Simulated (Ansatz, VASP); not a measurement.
# One calculation of Ge, two programs

File POSCAR:

```
Ge
1.0
    1.4245510352     -2.6515194585      0.0000000000
    1.4245510352      2.6515194585      0.0000000000
    0.0000000000      0.0000000000      2.7511509255
Ge
1
Direct
    0.5000000000      0.5000000000      0.0000000000
```

Contents of INCAR.step1:

```
SYSTEM = Ge
PREC = Accurate
ENCUT = 520
EDIFF = 1E-5
ISMEAR = -1
SIGMA = 0.05
LREAL = .FALSE.
LASPH = .TRUE.
NELM = 80
ALGO = Normal
ISIF = 2
LWAVE = .TRUE.
LCHARG = .FALSE.
NBANDS = 13
GGA = PE
```

INCAR.step2

```
SYSTEM = Ge
PREC = Accurate
ENCUT = 520
EDIFF = 1E-6
ISMEAR = -1
SIGMA = 0.05
LREAL = .FALSE.
LASPH = .TRUE.
NELM = 80
ALGO = Normal
ISIF = 2
LWAVE = .FALSE.
LCHARG = .FALSE.
GGA = PE
LHFCALC = .TRUE.
HFSCREEN = 0.2079
PRECFOCK = Normal
NBANDS = 13
ISTART = 1
```

KPOINTS

```
regular mesh
0
G
  6 6 6
  0 0 0
```

input

```
crystal:
  lattice:
    - [1.4245510352, -2.6515194585, 0.0]
    - [1.4245510352, 2.6515194585, 0.0]
    - [0.0, 0.0, 2.7511509255]
  atoms:
    - { symbol: Ge, position: [0.5, 0.5, 0.0] }
hamiltonian:
  xc: hse06
  pseudopotentials: { kind: paw }
kpoints:
  mp_grid: { grid: [6, 6, 6] }
scf:
  occupations: { method: fermi_dirac, width: 0.05 }
output:
  forces: true
  stress: true
  eigenvalues: true
```

Alike in both runs: task single point; functional HSE06; k mesh 6 × 6 × 6; occupations fermi-dirac, width 0.05 eV; no spin polarisation.

|  | VASP | Ansatz |
| --- | --- | --- |
| version | VASP 6.6.1 | Ansatz 0.2.0 |
| potentials or method | VASP PAW PBE potentials, release 64 (Ge_d) | Ansatz PAW |
| plane-wave cutoff (eV) | 520 | 420 |
| valence electrons in the cell | 14 | 14 |

VASP gave:

```
gap on the k mesh at the Fermi level (eV)                     : none
pressure (GPa)                                                : -6.3
traceless stress, the component that is largest in VASP (GPa) : 6.34
```

Which values does Ansatz return?

gap on the k mesh at the Fermi level (eV): none; pressure (GPa): -6.5; traceless stress, the component that is largest in VASP (GPa): 6.35.

A gap of «none» marks a metal or a gap that the smearing closes.

The k mesh is coarse, so the values compare programs but aren't converged.
